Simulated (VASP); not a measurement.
SiGe2, 6 atoms in the cell. Symmetry: P-3m1, No. 164, trigonal system. The conventional cell has a = 3.956 Å, b = 3.956 Å, c = 9.657 Å, α = 90.00°, β = 90.00°, γ = 120.00°. Si (site symmetry 3m) has 1 Si at 2.35 Å and 3 Ge at 2.41 Å within 3.1 Å. Within 3.2 Å of Ge (site symmetry 3m) lie 4 Ge at 2.43 to 2.45 Å. Within 3.2 Å of Ge (site symmetry 3m) lie 3 Si at 2.41 Å and 1 Ge at 2.45 Å. 

```yaml
Program: VASP 6.6.1
Task: single point
Functional: r2SCAN
Potentials_or_basis: VASP PAW PBE potentials, release 64 (Si, Ge_d)
Cutoff: 520 eV
k_mesh: 6 × 6 × 2
Occupations: fermi-dirac, width 0.02 eV
Spin: no spin polarisation
Dipole_correction: no
Further_INCAR_settings: ALGO = Normal; EDIFF = 1e-06; NBANDS = 41
```

Potentials or basis: VASP PAW PBE potentials, release 64 (Si, Ge_d).

The run is started by

```sh
$ cat potpaw_PBE.64/Si/POTCAR potpaw_PBE.64/Ge_d/POTCAR > POTCAR
$ cp INCAR.step1 INCAR
$ mpirun -np 1 vasp_std > vasp.out
$ cp INCAR.step2 INCAR
$ mpirun -np 1 vasp_std > vasp.out
```

Hardware: 1 thread of Oxide Virtual Turin-like Processor (shared host).

**Question.** Estimate the wall time of this run.

**Answer.** It took 3.7 min on 1 thread of Oxide Virtual Turin-like Processor, with other jobs on the host, peak memory 0.25 GiB. Counts: k points 14.
